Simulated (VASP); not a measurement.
# TaN (P-6m2) in VASP: further runs

The runs below take TaN through single point, with r2SCAN.

Everything below comes from runs of VASP 6.6.1. Logs are shortened: lines on timing, memory, paths and dates and some standing lists are left out, and cuts for length are marked.

## (1) The cell of the first run

It takes space group P-6m2 (No. 187, hexagonal). Conventional cell: a = 2.701 Å, b = 2.701 Å, c = 3.000 Å, α = 90.00°, β = 90.00°, γ = 120.00°. Ta (site symmetry -6m2) has 6 N at 2.16 Å and 8 Ta at 2.70 to 3.00 Å within 3.1 Å. N (site symmetry -6m2) has 6 Ta at 2.16 Å and 8 N at 2.70 to 3.00 Å within 3.1 Å.

## (2) Single point, r2SCAN (strain -0.080 along x and y, +0.040 along z)

File POSCAR:

```
TaN
1.0
    2.7012619810      0.0000000000      0.0000000000
   -1.3506309905      2.3393614978      0.0000000000
    0.0000000000      0.0000000000      3.0000032949
Ta N
1 1
Direct
    0.3333333333      0.6666666667      0.5000000000
    0.0000000000      0.0000000000      0.0000000000
```

File INCAR.step1:

```
ALGO = Normal ; EDIFF = 1E-4
ENCUT = 520 ; GGA = PE
ISMEAR = 0 ; LASPH = True
LCHARG = False ; LREAL = False
LWAVE = True ; NBANDS = 15
NELM = 60 ; PREC = Accurate
SIGMA = 0.15
```

File INCAR.step2:

```
ALGO = Normal ; EDIFF = 1E-6
ENCUT = 520 ; ISIF = 2
ISMEAR = 0 ; ISTART = 1
LASPH = True ; LCHARG = False
LMIXTAU = True ; LREAL = False
LWAVE = False ; METAGGA = R2SCAN
NBANDS = 15 ; NELM = 60
PREC = Accurate ; SIGMA = 0.15
```

File KPOINTS:

```
k-points
0
Gamma
  24 24 20
```

Potentials or basis: VASP PAW PBE potentials, release 64 (Ta_pv, N).

Command:

```bash
> cat potpaw_PBE.64/Ta_pv/POTCAR potpaw_PBE.64/N/POTCAR > POTCAR
> cp INCAR.step1 INCAR
> mpirun -np 1 vasp_std > vasp.out
> cp INCAR.step2 INCAR
> mpirun -np 1 vasp_std > vasp.out
```

OUTCAR:

```text
EDIFF = 1E-6
   ENCUT = 520
   ISIF = 2
   ISMEAR = 0
   ISTART = 1
   LASPH = True
   LREAL = False
   METAGGA = R2SCAN
   NELM = 60
   PREC = Accurate

 ion  position               nearest neighbor table
   1  0.333  0.667  0.500-   2 2.16   2 2.16   2 2.16   2 2.16   2 2.16   2 2.16
   2  0.000  0.000  0.000-   1 2.16   1 2.16   1 2.16   1 2.16   1 2.16   1 2.16

  LATTYP: Found a hexagonal cell.
 ALAT       =     2.7012619810
 C/A-ratio  =     1.1105932398

  Lattice vectors:

 A1 = (   2.7012619810,   0.0000000000,   0.0000000000)
 A2 = (  -1.3506309905,   2.3393614978,   0.0000000000)
 A3 = (   0.0000000000,   0.0000000000,   3.0000032949)

Analysis of symmetry for initial positions (statically):
=====================================================================
 Subroutine PRICEL returns:
 Original cell was already a primitive cell.

 Routine SETGRP: Setting up the symmetry group for a
 hexagonal supercell.

 Subroutine GETGRP returns: Found 12 space group operations
 (whereof 12 operations were pure point group operations)
 out of a pool of 24 trial point group operations.

The static configuration has the point symmetry D_3h.

Analysis of symmetry for dynamics (positions and initial velocities):
=====================================================================
 Subroutine PRICEL returns:
 Original cell was already a primitive cell.

 Routine SETGRP: Setting up the symmetry group for a
 hexagonal supercell.

 Subroutine GETGRP returns: Found 12 space group operations
 (whereof 12 operations were pure point group operations)
 out of a pool of 24 trial point group operations.

The dynamic configuration has the point symmetry D_3h.

 Subroutine INISYM returns: Found 12 space group operations
 (whereof 12 operations are pure point group operations),
 and found     1 'primitive' translations

----------------------------------------------------------------------------------------

                                     Primitive cell

  volume of cell :      18.9577

  direct lattice vectors                    reciprocal lattice vectors
     2.701261981  0.000000000  0.000000000     0.370197340  0.213733534  0.000000000
    -1.350630991  2.339361498  0.000000000     0.000000000  0.427467068  0.000000000
     0.000000000  0.000000000  3.000003295     0.000000000  0.000000000  0.333332967

  length of vectors
     2.701261981  2.701261981  3.000003295     0.427467068  0.427467068  0.333332967

  position of ions in fractional coordinates (direct lattice)
     0.333333333  0.666666667  0.500000000
     0.000000000  0.000000000  0.000000000

  ion indices of the primitive-cell ions
   primitive index   ion index
                 1           1
                 2           2

----------------------------------------------------------------------------------------

 KPOINTS: k-points

Automatic generation of k-mesh.
 Grid dimensions read from file:
 generate k-points for:   24   24   20

 Generating k-lattice:

  Cartesian coordinates                     Fractional coordinates (reciprocal lattice)
     0.015424889  0.008905564  0.000000000     0.041666667  0.000000000  0.000000000
     0.000000000  0.017811128  0.000000000     0.000000000  0.041666667  0.000000000
     0.000000000  0.000000000  0.016666648     0.000000000  0.000000000  0.050000000

  Length of vectors
     0.017811128  0.017811128  0.016666648

  Shift w.r.t. Gamma in fractional coordinates (k-lattice)
     0.000000000  0.000000000  0.000000000

 Subroutine IBZKPT returns following result:
 ===========================================

 Found    671 irreducible k-points:

 Following reciprocal coordinates:
            Coordinates               Weight
  0.000000  0.000000  0.000000      1.000000
  0.041667  0.000000  0.000000      6.000000
  0.083333  0.000000  0.000000      6.000000
  0.125000 -0.000000  0.000000      6.000000
  0.166667 -0.000000  0.000000      6.000000
  0.208333  0.000000  0.000000      6.000000
[... 16 lines left out ...]
  0.416667  0.041667  0.000000     12.000000
  0.458333  0.041667  0.000000     12.000000
 [... further k-points ...]
   k-points           NKPTS =    671   k-points in BZ     NKDIM =    671   number of bands    NBANDS=     15
   number of dos      NEDOS =    301   number of ions     NIONS =      2
   total plane-waves  NPLWV =   9600
   dimension x,y,z NGX =    20 NGY =   20 NGZ =   24
   dimension x,y,z NGXF=    40 NGYF=   40 NGZF=   48
   ions per type =               1   1
   NGX,Y,Z   is equivalent  to a cutoff of  12.31, 12.31, 13.30 a.u.
   NGXF,Y,Z  is equivalent  to a cutoff of  24.62, 24.62, 26.60 a.u.
 SYSTEM =  unknown system
   PREC   = accura    normal or accurate (medium, high low for compatibility)
   ISTART =      1    job   : 0-new  1-cont  2-samecut
   ICHARG =      0    charge: 1-file 2-atom 10-const
   ISPIN  =      1    spin polarized calculation?
   LNONCOLLINEAR =      F non collinear calculations
   LSORBIT =      F    spin-orbit coupling
   LASPH  =      T    aspherical Exc in radial PAW
   ENCUT  =  520.0 eV  38.22 Ry    6.18 a.u.   5.02  5.02  5.58*2*pi/ulx,y,z
   NELM   =     60;   NELMIN=  2; NELMDL=  0     # of ELM steps
   EDIFF  = 0.1E-05   stopping-criterion for ELM
   LREAL  =      F    real-space projection
[... 7 lines left out ...]
   TEBEG  =    0.0;   TEEND  =   0.0 temperature during run
   PSTRESS=    0.0 pullay stress
   NELECT =      16.0000    total number of electrons
   NUPDOWN=      -1.0000    fix difference up-down
   EMIN   =  10.00;   EMAX   =-10.00  energy-range for DOS
   EFERMI =   0.00;   METHOD = LEGACY
   ISMEAR =     0;   SIGMA  =   0.15  broadening in eV -4-tet -1-fermi 0-gaus
   EFERMI_NEDOS =   21; number of points for ismear=-14 and -15
   IALGO  =     38    algorithm
   IMIX   =      4    mixing-type and parameters
     AMIX     =   0.40;   BMIX     =  1.00
     AMIX_MAG =   1.60;   BMIX_MAG =  1.00
  volume/ion in A,a.u.               =       9.48        63.97
  Fermi-wavevector in a.u.,A,eV,Ry     =   1.547104  2.923603 32.565972  2.393531
  Thomas-Fermi vector in A             =   2.652245
   LORBIT       =      0    0 simple, 1 ext, 2 COOP (PROOUT), +10 PAW based schemes
   METAGGA = R2SCAN    functional components
   LHFCALC =     F    Hartree Fock is set to
   AEXX    =    0.0000 exact exchange contribution
   IVDW    =     0    specifies the selected vdW correction
   LEPSILON=     F    determine dielectric tensor
   LRPA    =     F    only Hartree local field effects (RPA)
 non-spin polarized calculation
 Gauss-broadening in eV      SIGMA  =   0.15
  energy-cutoff  :      520.00
  volume of cell :       18.96
 maximum number of plane-waves:       528
 NGX is ok and might be reduce to    20
   NGX =  9   NGY =  9   NGZ = 11

 number of electron      16.0000000 magnetization

 Free energy of the ion-electron system (eV)
  ---------------------------------------------------
  ext. energy  EPLUGINS =         0.00000000
  ---------------------------------------------------
  free energy    TOTEN  =       -59.49504033 eV

  energy without entropy =      -59.49466510  energy(sigma->0) =      -59.49485271

 E-fermi :   9.4009     XC(G=0): -15.1778

 val. band max:        9.3893270983   @ k =   0.0417   0.0000   0.4500
 cond. band min:       9.4942130265   @ k =   0.0000   0.0000   0.4000
 fundamental gap:      0.1048859282
 Fermi energy:         9.4009391706

 k-point     1 :       0.0000    0.0000    0.0000
  band No.  band energies     occupation
      1     -26.5962      2.00000
      2     -25.6827      2.00000
      3     -25.6827      2.00000
      4     -10.0488      2.00000
      5       4.0390      2.00000
      6       5.3363      2.00000
      7       5.3363      2.00000
      8       5.6617      2.00000
      9      13.1106      0.00000
     10      13.1106      0.00000
     11      14.4893      0.00000
     12      14.4893      0.00000
     13      14.5739      0.00000
     14      20.6957      0.00000
     15      24.5285      0.00000

 k-point     2 :       0.0417    0.0000    0.0000
  band No.  band energies     occupation
      1     -26.5901      2.00000
      2     -25.7259      2.00000
      3     -25.6914      2.00000
      4      -9.9986      2.00000
      5       4.1138      2.00000
      6       5.2072      2.00000
      7       5.3746      2.00000
      8       5.5859      2.00000
      9      13.0020      0.00000
     10      13.1262      0.00000
     11      14.4564      0.00000
     12      14.5455      0.00000
     13      14.7396      0.00000
     14      20.6956      0.00000
     15      24.5607      0.00000

 k-point     3 :       0.0833    0.0000    0.0000
  band No.  band energies     occupation
      1     -26.5722      2.00000
      2     -25.8511      2.00000
      3     -25.7170      2.00000
      4      -9.8518      2.00000
      5       4.3072      2.00000
      6       4.8780      2.00000
      7       5.3709      2.00000
      8       5.4850      2.00000
      9      12.7034      0.00000
     10      13.1789      0.00000
     11      14.3613      0.00000
     12      14.6974      0.00000
     13      15.1927      0.00000
     14      20.6957      0.00000
     15      24.6349      0.00000
[... 343 lines left out ...]
 k-point    23 :       0.4167    0.0417    0.0000
  band No.  band energies     occupation
      1     -27.7885      2.00000
      2     -26.2399      2.00000
      3     -26.1822      2.00000
      4      -7.0421      2.00000
      5       0.5944      2.00000
      6       2.5060      2.00000
      7       5.1652      2.00000
      8       6.7423      2.00000
      9      12.6135      0.00000
     10      14.7862      0.00000
     11      15.4125      0.00000
     12      16.5887      0.00000
     13      18.8719      0.00000
     14      20.6947      0.00000
     15      24.9398      0.00000

 k-point    24 :       0.4583    0.0417    0.0000
  band No.  band energies     occupation
      1     -27.8524      2.00000
      2     -26.2271      2.00000
      3     -26.1987      2.00000
      4      -6.9175      2.00000
      5       0.4677      2.00000
      6       2.4202      2.00000
      7       5.0393      2.00000
      8       6.7567      2.00000
      9      12.5560      0.00000
     10      15.3855      0.00000
     11      15.5517      0.00000
     12      16.4985      0.00000
     13      19.1514      0.00000
     14      20.6939      0.00000
     15      24.2920      0.00000

 [... further k-points ...]

------------------------ aborting loop because EDIFF is reached ----------------------------------------

  FORCE on cell =-STRESS in cart. coord.  units (eV):
  Direction    XX          YY          ZZ          XY          YZ          ZX
  --------------------------------------------------------------------------------------
  -------------------------------------------------------------------------------------
  Total       10.9793227     10.9793227     -0.2691266      0.0000000      0.0000000      0.0000000
  in kB      927.8982523    927.8982523    -22.7447632      0.0000000      0.0000000      0.0000000
  external PRESSURE =     611.0172471 kB  Pullay stress =       0.0000000 kB

 VOLUME and BASIS-vectors are now :
 -----------------------------------------------------------------------------
  energy-cutoff  :      520.00
  volume of cell :       18.96
      direct lattice vectors                 reciprocal lattice vectors
     2.701261981  0.000000000  0.000000000     0.370197340  0.213733534  0.000000000
    -1.350630991  2.339361498  0.000000000     0.000000000  0.427467068  0.000000000
     0.000000000  0.000000000  3.000003295     0.000000000  0.000000000  0.333332967

 POSITION                                       TOTAL-FORCE (eV/Angst)
 -----------------------------------------------------------------------------------
     -0.00000      1.55957      1.50000         0.000000      0.000000      0.000000
      0.00000      0.00000      0.00000        -0.000000      0.000000      0.000000
 -----------------------------------------------------------------------------------
    total drift:                               -0.000002      0.000001     -0.000000

  FREE ENERGIE OF THE ION-ELECTRON SYSTEM (eV)
  ---------------------------------------------------
  free  energy   TOTEN  =       -59.4950403285 eV

  energy  without entropy=      -59.4946651002  energy(sigma->0) =      -59.49485271
```

Wall time 8.5 min (1 thread of Intel Xeon 8259CL, shared host); peak memory 0.3 GiB.

Results:

```
Free energy            : -59.4950 eV
Pressure               : 61.1 GPa
Band gap on the k mesh : zero (bands 8 and 9 overlap by 0.32 eV)
```

Levels at points of the mesh, in eV from the Fermi level:
| k point | band 4 | band 5 | band 6 | band 7 | band 8 | band 9 | band 10 | band 11 | band 12 | band 13 |
| --- | --- | --- | --- | --- | --- | --- | --- | --- | --- | --- |
| (0.00, 0.00, 0.00) | -19.45 | -5.36 | -4.06 | -4.06 | -3.74 | 3.71 | 3.71 | 5.09 | 5.09 | 5.17 |
| (0.50, 0.00, 0.00) | -16.32 | -8.98 | -7.00 | -4.36 | -2.66 | 3.45 | 5.65 | 6.33 | 7.67 | 9.11 |
| (0.00, 0.00, 0.50) | -16.44 | -10.33 | -2.96 | -2.96 | -0.16 | -0.16 | 0.72 | 5.14 | 5.14 | 10.36 |
| (0.50, 0.00, 0.50) | -17.18 | -8.15 | -6.94 | -5.43 | -0.54 | 5.28 | 6.12 | 7.66 | 8.89 | 11.29 |

Caveat: the cell differs from its parent crystal (strain -0.080 along x and y, +0.040 along z); the cell stands under pressure; the PAW data sets were made with another functional, which shifts forces and pressure a little; spin-orbit coupling is left out, which moves the levels of the heavy elements.

[end of part 1 of 2]
